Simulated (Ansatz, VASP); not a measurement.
## TiO2 in VASP and in Ansatz

INCAR

```
SYSTEM = TiO2
PREC = Accurate
ENCUT = 520
EDIFF = 1E-7
ISMEAR = -1
SIGMA = 0.05
LREAL = .FALSE.
LASPH = .TRUE.
NELM = 80
ALGO = Normal
ISIF = 2
LWAVE = .FALSE.
LCHARG = .FALSE.
GGA = PE
IBRION = 2
NSW = 60
EDIFFG = -0.01
KPAR = 4
```

The input KPOINTS:

```
Automatic mesh
0
G
  5 5 4
  0 0 0
```

File POSCAR:

```
TiO2
1.0
    5.6938671902      0.0000000000      0.0000000000
   -2.8469335952      4.9310336325      0.0000000000
    0.0000000000      0.0000000000      6.0824678800
Ti O
3 6
Direct
    0.4669367500      0.0000000000      0.3333333333
    0.0000000000      0.4669367500      0.6666666667
    0.5330632500      0.5330632500      0.0000000000
    0.5810657200      0.8514331800      0.1206639333
    0.7296325400      0.1485668200      0.5460027333
    0.2703674600      0.4189342800      0.7873306000
    0.8514331800      0.5810657200      0.8793360667
    0.1485668200      0.7296325400      0.4539972667
    0.4189342800      0.2703674600      0.2126694000
```

The input input.yaml:

```yaml
crystal:
  lattice:
    - [5.6938671902, 0.0, 0.0]
    - [-2.8469335952, 4.9310336325, 0.0]
    - [0.0, 0.0, 6.08246788]
  atoms:
    - { symbol: Ti, position: [0.46693675, 0.0, 0.3333333333] }
    - { symbol: Ti, position: [0.0, 0.46693675, 0.6666666667] }
    - { symbol: Ti, position: [0.53306325, 0.53306325, 0.0] }
    - { symbol: O, position: [0.58106572, 0.85143318, 0.1206639333] }
    - { symbol: O, position: [0.72963254, 0.14856682, 0.5460027333] }
    - { symbol: O, position: [0.27036746, 0.41893428, 0.7873306] }
    - { symbol: O, position: [0.85143318, 0.58106572, 0.8793360667] }
    - { symbol: O, position: [0.14856682, 0.72963254, 0.4539972667] }
    - { symbol: O, position: [0.41893428, 0.27036746, 0.2126694] }
hamiltonian:
  xc: pbe
  pseudopotentials: { kind: paw }
kpoints:
  mp_grid: { grid: [5, 5, 4] }
scf:
  occupations: { method: fermi_dirac, width: 0.05 }
output:
  forces: true
  stress: true
  eigenvalues: true
relax:
  f_tol: 0.01
  max_steps: 40
```

Alike in both runs: task relaxation of the atoms; functional PBE; k mesh 5 × 5 × 4; occupations fermi-dirac, width 0.05 eV; no spin polarisation.

```csv
,VASP,Ansatz
version,VASP 6.6.1,Ansatz 0.2.0
potentials or method,"VASP PAW PBE potentials, release 64 (Ti_sv, O)",Ansatz PAW
plane-wave cutoff (eV),520,420
valence electrons in the cell,72,72
```

```tsv
	VASP	Ansatz	Ansatz less VASP
gap on the k mesh at the Fermi level, each at its own relaxed structure (eV)	3.46	3.50	+0.040
```

Noted on Ansatz's run: odd divisions of the mesh miss points on the zone boundary, where band edges often lie, so the gap on the mesh can be too wide.
